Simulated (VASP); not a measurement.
Wanted: the native input for a VASP 6.6.1 run.

- Task: relaxation of cell and atoms
- Functional: PBE
- Potentials or basis: VASP PAW PBE potentials, release 64 (Lu, Be, Si)
- Cutoff: 600 eV
- k mesh: 8 × 8 × 8
- Occupations: gaussian, width 0.1 eV
- Spin: no spin polarisation
- Dipole correction: no
- Further INCAR settings: ALGO = Normal; EDIFF = 1e-07; IBRION = 2; EDIFFG = -0.01; NSW = 100; ISIF = 3

The structure of LuBeSi4 lies in POSCAR:

```
LuBeSi4
1.0
    0.0000000000      4.0446732189      4.0446732189
    4.0446732189      0.0000000000      4.0446732189
    4.0446732189      4.0446732189      0.0000000000
Lu Be Si
1 1 4
Direct
    0.7500000000      0.7500000000      0.7500000000
    0.0000000000      0.0000000000      0.0000000000
    0.1474771572      0.5575685285      0.1474771572
    0.1474771572      0.1474771572      0.1474771572
    0.5575685285      0.1474771572      0.1474771572
    0.1474771572      0.1474771572      0.5575685285
```

The cell was built from a structure type or drawn by symmetry, and may not be a known phase.

These files were run (other wordings do the same):

INCAR

```
PREC = Accurate
ENCUT = 600
EDIFF = 1E-7
ISMEAR = 0
SIGMA = 0.1
LREAL = F
LASPH = T
NELM = 100
ALGO = Normal
ISIF = 3
LWAVE = F
LCHARG = F
GGA = PE
IBRION = 2
NSW = 100
EDIFFG = -0.01
```

KPOINTS

```
regular mesh
0
Gamma
  8 8 8
```

Potentials or basis: VASP PAW PBE potentials, release 64 (Lu, Be, Si).

Command:

```sh
$ cat potpaw_PBE.64/Lu/POTCAR potpaw_PBE.64/Be/POTCAR potpaw_PBE.64/Si/POTCAR > POTCAR
$ mpirun -np 1 vasp_std > vasp.out
```

Results of the run:

- Relaxed volume: 22.09 Å³/atom
- Relaxed cell: a = 5.723 Å, b = 5.723 Å, c = 5.723 Å, α = 60.00°, β = 60.00°, γ = 60.00°
- Space group after relaxing (to 0.1 Å): F-43m (No. 216)
- Energy gained by relaxing: 0.1 meV/atom
- Ionic steps: 3
- Pressure after relaxing: 0.0 GPa
- Band gap on the k mesh: zero (an odd number of electrons rules out a gap without spin polarisation)

Caveat: spin-orbit coupling is left out, which moves the levels of the heavy elements.

Wall time 3.9 min on 1 thread of Intel(R) Xeon(R) 6975P-C (Granite Rapids) (shared host), peak memory 0.44 GiB.
